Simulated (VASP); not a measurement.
# WSe2: single point with PBE+D3(BJ)

**The experiment to reproduce.**

“Time-resolved XUV ARPES with tunable 24–33 eV laser pulses at 30 meV resolution”, 2019, pmc:6684652 reports, for a bulk crystal of WSe2: band gap 1.3 eV (indirect).

WSe2:

```xyz
6
Lattice="3.2790 0.0000 0.0000 -1.6395 2.8397 0.0000 0.0000 0.0000 12.7879" Properties=species:S:1:pos:R:3 pbc="T T T"
W     0.0000    1.8931    3.1970
W     1.6395    0.9466    9.5909
Se    0.0000    1.8931    7.9066
Se    1.6395    0.9466    1.5126
Se    0.0000    1.8931   11.2753
Se    1.6395    0.9466    4.8813
```

* Program: VASP 6.6.1
* Task: single point
* Functional: PBE
* Dispersion: D3(BJ)
* Potentials or basis: VASP PAW PBE potentials, release 64 (W_sv, Se)
* Cutoff: 520 eV
* k mesh: 9 × 9 × 2
* Occupations: gaussian, width 0.02 eV
* Spin: no spin polarisation

```
Pressure                   : 0.3 GPa
Largest force              : 0.047 eV/Å
Band gap on the k mesh     : 0.99 eV, indirect (least direct gap 1.56 eV)
Dispersion energy per atom : -0.476 eV
```

Forces in eV/Å, atoms in the order of the input:
```
W    0.000  0.000  0.000
W    0.000  0.000  0.000
Se   0.000  0.000 -0.047
Se   0.000  0.000 -0.047
Se   0.000  0.000  0.047
Se   0.000  0.000  0.047
```

Stress tensor (GPa, compression positive):
```
0.28 0.00 0.00
0.00 0.28 0.00
0.00 0.00 0.41
```

Levels at points of the mesh, in eV from the valence-band top:
```
           k point  band 24  band 25  band 26  band 27  band 28  band 29
(0.00, 0.00, 0.00)    -1.20    -0.96     0.00     2.63     2.63     2.68
(0.00, 0.00, 0.50)    -1.50    -0.20    -0.20     2.63     2.63     2.63
```

Wall time 2.7 min on 1 thread of AMD EPYC 7R43 64-Core Processor (Zen 3), on a shared host, peak memory 0.23 GiB.

A measured gap of WSe2 is 1.3 eV (indirect; “Time-resolved XUV ARPES with tunable 24–33 eV laser pulses at 30 meV resolution”, 2019, pmc:6684652); the calculated 0.99 eV misses it by -0.31 eV. Spin-orbit coupling on Se, W is left out. The value is that of PBE+D3(BJ) on a finite k mesh, which can miss the band edges, without temperature or zero-point motion. Semilocal functionals fall short of measured gaps as a rule.

Caveat: spin-orbit coupling is left out, which moves the levels of the heavy elements.
